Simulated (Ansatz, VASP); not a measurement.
**KBr: VASP beside Ansatz**

The input POSCAR:

```
KBr
1.0
    5.6742146069      0.0000000000      0.0000000000
   -2.8371073035      4.9140139961      0.0000000000
    0.0000000000      0.0000000000      6.6187237274
K Br
2 2
Direct
    0.3333333333      0.6666666667     -0.0625000000
    0.6666666667      0.3333333333      0.4375000000
    0.3333333333      0.6666666667      0.4375000000
    0.6666666667      0.3333333333      0.9375000000
```

The input INCAR.step1:

```
SYSTEM = KBr
ALGO = Normal
EDIFF = 1E-4
ENCUT = 520
GGA = PE
ISMEAR = 0
LASPH = .True.
LCHARG = .False.
LREAL = .False.
LWAVE = .True.
NBANDS = 24
NELM = 100
PREC = Accurate
SIGMA = 0.01
```

File INCAR.step2:

```
SYSTEM = KBr
ALGO = Normal
EDIFF = 1E-6
ENCUT = 520
ISIF = 2
ISMEAR = 0
ISTART = 1
LASPH = .True.
LCHARG = .True.
LELF = .True.
LMIXTAU = .True.
LREAL = .False.
LVHAR = .True.
LWAVE = .False.
METAGGA = R2SCAN
NBANDS = 24
NELM = 100
PREC = Accurate
SIGMA = 0.01
```

Contents of KPOINTS:

```
k-points
0
Gamma
  6 6 4
  0 0 0
```

Input for Ansatz:

```yaml
crystal:
  lattice:
    - [5.6742146069, 0.0, 0.0]
    - [-2.8371073035, 4.9140139961, 0.0]
    - [0.0, 0.0, 6.6187237274]
  atoms:
    - { symbol: K, position: [0.3333333333, 0.6666666667, -0.0625] }
    - { symbol: K, position: [0.6666666667, 0.3333333333, 0.4375] }
    - { symbol: Br, position: [0.3333333333, 0.6666666667, 0.4375] }
    - { symbol: Br, position: [0.6666666667, 0.3333333333, 0.9375] }
kpoints:
  mp_grid: { grid: [6, 6, 4] }
hamiltonian:
  xc: r2scan
scf:
  occupations: { method: fixed }
  n_extra_bands: 5
output:
  forces: true
  stress: true
  eigenvalues: true
```

Alike in both runs: task single point; functional r2SCAN; k mesh 6 × 6 × 4; no spin polarisation.

|  | VASP | Ansatz |
| --- | --- | --- |
| version | VASP 6.6.1 | Ansatz 0.2.0 |
| potentials or method | VASP PAW PBE potentials, release 64 (K_sv, Br) | plane waves, PAW |
| plane-wave cutoff (eV) | 520 | 500 |
| occupations | gaussian, width 0.01 eV | fixed |
| valence electrons in the cell | 32 | 32 |

|  | VASP | Ansatz | Ansatz less VASP |
| --- | --- | --- | --- |
| gap on the k mesh at the Fermi level (eV) | 4.73 | 4.73 | -0.002 |
| pressure (GPa) | -0.3 | -0.3 | +0.01 |

VASP's potentials were made for PBE, not for r2SCAN.
